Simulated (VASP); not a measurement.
# SiSbTe3 (R3m) in VASP: density of states with PBE

Aim: the density of states of SiSbTe3 with PBE.

All numbers are computed with VASP 6.6.1; they aren't measurements. Logs are shortened: lines on timing, memory, paths and dates and some standing lists are left out, and cuts for length are marked.

## 1. The cell of the first run

Symmetry: R3m, No. 160, trigonal system. The conventional cell has a = 7.627 Å, b = 7.627 Å, c = 13.567 Å, α = 90.00°, β = 90.00°, γ = 120.00°. Si (site symmetry 3m) has 3 Te at 2.65 Å within 3.5 Å. Within 3.8 Å of Sb (site symmetry 3m) lie 6 Te at 2.85 to 3.54 Å. Within 3.5 Å of Te (site symmetry m) lie 1 Si at 2.65 Å and 1 Sb at 2.85 Å.

## 2. Density of states, PBE

File POSCAR:

```
SiSbTe3
1.0
    3.8137193129      2.2018518719      4.5223246841
   -3.8137193129      2.2018518719      4.5223246841
    0.0000000000     -4.4037037439      4.5223246841
Si Sb Te
1 1 3
Direct
    0.1988234413      0.1988234413      0.1988234413
    0.5310025465      0.5310025465      0.5310025465
    0.4770553938      0.0046590145      0.4770553938
    0.4770553938      0.4770553938      0.0046590145
    0.0046590145      0.4770553938      0.4770553938
```

File INCAR.step1:

```
SYSTEM = SiSbTe3
PREC = Accurate
ENCUT = 520
EDIFF = 1E-7
ISMEAR = 0
SIGMA = 0.1
LREAL = .FALSE.
LASPH = .TRUE.
NELM = 100
ALGO = Normal
ISIF = 2
LWAVE = .FALSE.
LCHARG = .TRUE.
GGA = PE
NBANDS = 22
```

File KPOINTS.step1:

```
Automatic mesh
0
G
  6 6 6
  0 0 0
```

File INCAR.step2:

```
SYSTEM = SiSbTe3
PREC = Accurate
ENCUT = 520
EDIFF = 1E-7
ISMEAR = -5
SIGMA = 0.1
LREAL = .FALSE.
LASPH = .TRUE.
NELM = 100
ALGO = Normal
ISIF = 2
LWAVE = .FALSE.
LCHARG = .FALSE.
GGA = PE
LORBIT = 10
NBANDS = 22
NEDOS = 1001
ICHARG = 11
```

File KPOINTS.step2:

```
Automatic mesh
0
G
  9 9 9
  0 0 0
```

Potentials or basis: VASP PAW PBE potentials, release 64 (Si, Sb, Te).

Launch:

```console
$ cat potpaw_PBE.64/Si/POTCAR potpaw_PBE.64/Sb/POTCAR potpaw_PBE.64/Te/POTCAR > POTCAR
$ cp INCAR.step1 INCAR
$ cp KPOINTS.step1 KPOINTS
$ mpirun -np 1 vasp_std > vasp.out
$ cp INCAR.step2 INCAR
$ cp KPOINTS.step2 KPOINTS
$ mpirun -np 1 vasp_std > vasp.out
```

OUTCAR:

```text
SYSTEM = SiSbTe3
   PREC = Accurate
   ENCUT = 520
   EDIFF = 1E-7
   ISMEAR = -5
   LREAL = .FALSE.
   LASPH = .TRUE.
   NELM = 100
   ISIF = 2
   GGA = PE
   LORBIT = 10
   ICHARG = 11

 ion  position               nearest neighbor table
   1  0.199  0.199  0.199-   4 2.65   3 2.65   5 2.65
   2  0.531  0.531  0.531-   3 2.85   5 2.85   4 2.85   3 3.54   5 3.54   4 3.54
   3  0.477  0.005  0.477-   1 2.65   2 2.85   2 3.54   5 3.60   4 3.60
   4  0.477  0.477  0.005-   1 2.65   2 2.85   2 3.54   3 3.60   5 3.60
   5  0.005  0.477  0.477-   1 2.65   2 2.85   2 3.54   3 3.60   4 3.60

  LATTYP: Found a trigonal (rhomboedric) cell.
 ALAT       =     6.3122125449
 COS(alpha) =     0.2699304756

  Lattice vectors:

 A1 = (   3.8137193129,   2.2018518719,   4.5223246841)
 A2 = (  -3.8137193129,   2.2018518719,   4.5223246841)
 A3 = (   0.0000000000,  -4.4037037439,   4.5223246841)

Analysis of symmetry for initial positions (statically):
=====================================================================
 Subroutine PRICEL returns:
 Original cell was already a primitive cell.

 Routine SETGRP: Setting up the symmetry group for a
 trigonal (rhombohedral) supercell.

 Subroutine GETGRP returns: Found  6 space group operations
 (whereof  6 operations were pure point group operations)
 out of a pool of 12 trial point group operations.

The static configuration has the point symmetry C_3v.

Analysis of symmetry for dynamics (positions and initial velocities):
=====================================================================
 Subroutine PRICEL returns:
 Original cell was already a primitive cell.

 Routine SETGRP: Setting up the symmetry group for a
 trigonal (rhombohedral) supercell.

 Subroutine GETGRP returns: Found  6 space group operations
 (whereof  6 operations were pure point group operations)
 out of a pool of 12 trial point group operations.

The dynamic configuration has the point symmetry C_3v.

 Subroutine INISYM returns: Found  6 space group operations
 (whereof  6 operations are pure point group operations),
 and found     1 'primitive' translations

----------------------------------------------------------------------------------------

                                     Primitive cell

  volume of cell :     227.8504

  direct lattice vectors                    reciprocal lattice vectors
     3.813719313  2.201851872  4.522324684     0.131105611  0.075693860  0.073708404
    -3.813719313  2.201851872  4.522324684    -0.131105611  0.075693860  0.073708404
     0.000000000 -4.403703744  4.522324684     0.000000000 -0.151387719  0.073708404

  length of vectors
     6.312212545  6.312212545  6.312212545     0.168378058  0.168378058  0.168378058

  position of ions in fractional coordinates (direct lattice)
     0.198823441  0.198823441  0.198823441
     0.531002546  0.531002546  0.531002546
     0.477055394  0.004659014  0.477055394
     0.477055394  0.477055394  0.004659014
     0.004659014  0.477055394  0.477055394

  ion indices of the primitive-cell ions
   primitive index   ion index
                 1           1
                 2           2
                 3           3
                 4           4
                 5           5

----------------------------------------------------------------------------------------

 KPOINTS: Automatic mesh

Automatic generation of k-mesh.
 Grid dimensions read from file:
 generate k-points for:    9    9    9

 Generating k-lattice:

  Cartesian coordinates                     Fractional coordinates (reciprocal lattice)
     0.014567290  0.008410429  0.008189823     0.111111111  0.000000000  0.000000000
    -0.014567290  0.008410429  0.008189823     0.000000000  0.111111111  0.000000000
     0.000000000 -0.016820858  0.008189823    -0.000000000 -0.000000000  0.111111111

  Length of vectors
     0.018708673  0.018708673  0.018708673

  Shift w.r.t. Gamma in fractional coordinates (k-lattice)
     0.000000000  0.000000000  0.000000000

 TETIRR: Found    369 inequivalent tetrahedra from     4374

 Subroutine IBZKPT returns following result:
 ===========================================

 Found     85 irreducible k-points:

 Following reciprocal coordinates:
            Coordinates               Weight
  0.000000  0.000000  0.000000      1.000000
  0.111111  0.000000  0.000000      6.000000
  0.222222  0.000000  0.000000      6.000000
  0.333333  0.000000  0.000000      6.000000
  0.444444  0.000000  0.000000      6.000000
  0.111111  0.111111  0.000000      6.000000
[... 16 lines left out ...]
 -0.333333  0.333333  0.000000      6.000000
  0.444444  0.444444  0.000000      6.000000
 [... further k-points ...]
   k-points           NKPTS =     85   k-points in BZ     NKDIM =     85   number of bands    NBANDS=     22
   number of dos      NEDOS =   1001   number of ions     NIONS =      5
   total plane-waves  NPLWV = 110592
   dimension x,y,z NGX =    48 NGY =   48 NGZ =   48
   dimension x,y,z NGXF=    96 NGYF=   96 NGZF=   96
   ions per type =               1   1   3
   NGX,Y,Z   is equivalent  to a cutoff of  12.64, 12.64, 12.64 a.u.
   NGXF,Y,Z  is equivalent  to a cutoff of  25.28, 25.28, 25.28 a.u.
 SYSTEM =  SiSbTe3
   PREC   = accura    normal or accurate (medium, high low for compatibility)
   ISTART =      0    job   : 0-new  1-cont  2-samecut
   ICHARG =     11    charge: 1-file 2-atom 10-const
   ISPIN  =      1    spin polarized calculation?
   LNONCOLLINEAR =      F non collinear calculations
   LSORBIT =      F    spin-orbit coupling
   LASPH  =      T    aspherical Exc in radial PAW
   ENCUT  =  520.0 eV  38.22 Ry    6.18 a.u.  11.74 11.74 11.74*2*pi/ulx,y,z
   NELM   =    100;   NELMIN=  2; NELMDL=  0     # of ELM steps
   EDIFF  = 0.1E-06   stopping-criterion for ELM
   LREAL  =      F    real-space projection
   EDIFFG = 0.1E-05   stopping-criterion for IOM
   NSW    =      0    number of steps for IOM
   IBRION =     -1    ionic relax: 0-MD 1-quasi-New 2-CG
   NFREE  =      0    steps in history (QN), initial steepest desc. (CG)
   ISIF   =      2    stress and relaxation
   ISYM   =      2    0-nonsym 1-usesym 2-fastsym
   POTIM  = 0.5000    time-step for ionic-motion
   TEBEG  =    0.0;   TEEND  =   0.0 temperature during run
   PSTRESS=    0.0 pullay stress
   NELECT =      27.0000    total number of electrons
   NUPDOWN=      -1.0000    fix difference up-down
   EMIN   =  10.00;   EMAX   =-10.00  energy-range for DOS
   EFERMI =   0.00;   METHOD = LEGACY
   ISMEAR =    -5;   SIGMA  =   0.10  broadening in eV -4-tet -1-fermi 0-gaus
   EFERMI_NEDOS =   21; number of points for ismear=-14 and -15
   IALGO  =     38    algorithm
   IMIX   =      4    mixing-type and parameters
     AMIX     =   0.40;   BMIX     =  1.00
     AMIX_MAG =   1.60;   BMIX_MAG =  1.00
  volume/ion in A,a.u.               =      45.57       307.52
  Fermi-wavevector in a.u.,A,eV,Ry     =   0.804105  1.519538  8.797323  0.646585
  Thomas-Fermi vector in A             =   1.912099
   LORBIT       =     10    0 simple, 1 ext, 2 COOP (PROOUT), +10 PAW based schemes
   GGA     = PE    functional components
   LHFCALC =     F    Hartree Fock is set to
   AEXX    =    0.0000 exact exchange contribution
   IVDW    =     0    specifies the selected vdW correction
   LEPSILON=     F    determine dielectric tensor
   LRPA    =     F    only Hartree local field effects (RPA)
 non-spin polarized calculation
 Fermi weights with tetrahedron method with Bloechl corrections
  energy-cutoff  :      520.00
  volume of cell :      227.85
 maximum number of plane-waves:      6152

 number of electron      27.0000001 magnetization

 Free energy of the ion-electron system (eV)
  ---------------------------------------------------
  ext. energy  EPLUGINS =         0.00000000
  ---------------------------------------------------
  free energy    TOTEN  =       -17.80661098 eV

  energy without entropy =      -17.80661098  energy(sigma->0) =      -17.80661098

 E-fermi :   2.1125     XC(G=0):  -7.1621

 val. band max:        2.1348504419   @ k =  -0.4444   0.4444   0.3333
 cond. band min:       2.1174998606   @ k =   0.3333   0.2222   0.0000
 fundamental gap:     -0.0173505814
 Fermi energy:         2.1125368997

 k-point     1 :       0.0000    0.0000    0.0000
  band No.  band energies     occupation
      1     -10.1494      2.00000
      2      -8.1552      2.00000
      3      -8.1552      2.00000
      4      -6.5445      2.00000
      5      -3.6036      2.00000
      6      -1.9616      2.00000
[... 14 lines left out ...]
     21       6.8661      0.00000
     22       7.8506      0.00000

 k-point     2 :       0.1111    0.0000    0.0000
  band No.  band energies     occupation
      1     -10.1184      2.00000
      2      -8.2597      2.00000
      3      -8.1555      2.00000
      4      -6.4570      2.00000
      5      -3.6637      2.00000
      6      -2.0112      2.00000
[... 14 lines left out ...]
     21       7.0689      0.00000
     22       7.7644      0.00000

 k-point     3 :       0.2222    0.0000    0.0000
  band No.  band energies     occupation
      1     -10.0290      2.00000
      2      -8.5049      2.00000
      3      -8.1563      2.00000
      4      -6.2645      2.00000
      5      -3.7907      2.00000
      6      -2.0981      2.00000
[... 14 lines left out ...]
     21       7.4868      0.00000
     22       7.7403      0.00000
[... 476 lines left out ...]
 k-point    23 :      -0.3333    0.3333    0.0000
  band No.  band energies     occupation
      1      -9.5316      2.00000
      2      -9.2288      2.00000
      3      -8.2271      2.00000
      4      -5.9891      2.00000
      5      -4.1209      2.00000
      6      -2.0574      2.00000
[... 14 lines left out ...]
     21       7.4560      0.00000
     22       8.1768      0.00000

 k-point    24 :       0.4444    0.4444    0.0000
  band No.  band energies     occupation
      1      -9.5318      2.00000
      2      -9.1354      2.00000
      3      -8.2803      2.00000
      4      -6.1860      2.00000
      5      -4.2316      2.00000
      6      -1.8426      2.00000
[... 14 lines left out ...]
     21       7.2770      0.00000
     22       8.0227      0.00000

 [... further k-points ...]
[... 5 lines left out ...]
  --------------------------------------------------------------------------------------
  -------------------------------------------------------------------------------------
  Total        0.0464687      0.0464687     -0.0349913      0.0000000      0.0000000      0.0000000
  in kB        0.3267542      0.3267542     -0.2460486      0.0000000      0.0000000      0.0000000
  external PRESSURE =       0.1358200 kB  Pullay stress =       0.0000000 kB

 VOLUME and BASIS-vectors are now :
 -----------------------------------------------------------------------------
  energy-cutoff  :      520.00
  volume of cell :      227.85
      direct lattice vectors                 reciprocal lattice vectors
     3.813719313  2.201851872  4.522324684     0.131105611  0.075693860  0.073708404
    -3.813719313  2.201851872  4.522324684    -0.131105611  0.075693860  0.073708404
     0.000000000 -4.403703744  4.522324684     0.000000000 -0.151387719  0.073708404

 POSITION                                       TOTAL-FORCE (eV/Angst)
 -----------------------------------------------------------------------------------
      0.00000     -0.00000      2.69743        -0.000000      0.000000     -0.023584
      0.00000     -0.00000      7.20410        -0.000000      0.000000     -0.068378
      1.80159     -1.04015      4.33587        -0.011481      0.006629      0.030654
      0.00000      2.08029      4.33587        -0.000000     -0.013257      0.030654
     -1.80159     -1.04015      4.33587         0.011481      0.006629      0.030654
 -----------------------------------------------------------------------------------
    total drift:                                0.000000      0.000000      0.002988

  FREE ENERGIE OF THE ION-ELECTRON SYSTEM (eV)
  ---------------------------------------------------
  free  energy   TOTEN  =       -17.8066109810 eV

  energy  without entropy=      -17.8066109810  energy(sigma->0) =      -17.80661098

 total charge

# of ion       s       p       d       tot
------------------------------------------
    1        0.910   0.638   0.000   1.549
    2        1.238   1.069   0.041   2.348
    3        1.402   1.907   0.030   3.338
    4        1.402   1.907   0.030   3.338
    5        1.402   1.907   0.030   3.338
--------------------------------------------------
tot          6.355   7.428   0.129  13.912
```

Run time: 5.7 min. Hardware: 1 thread of Intel Xeon Platinum 8259CL at 2.50GHz (Skylake/Cascade Lake), shared host; peak memory 0.6 GiB.

Results:

| Item | Value |
| --- | --- |
| Valence electrons inside the program's atomic spheres | Si 1.55; Sb 2.35; Te 3.34 |

Caveat: spin-orbit coupling is left out, which moves the levels of the heavy elements; tetrahedron occupations give inexact forces and stress in metals.
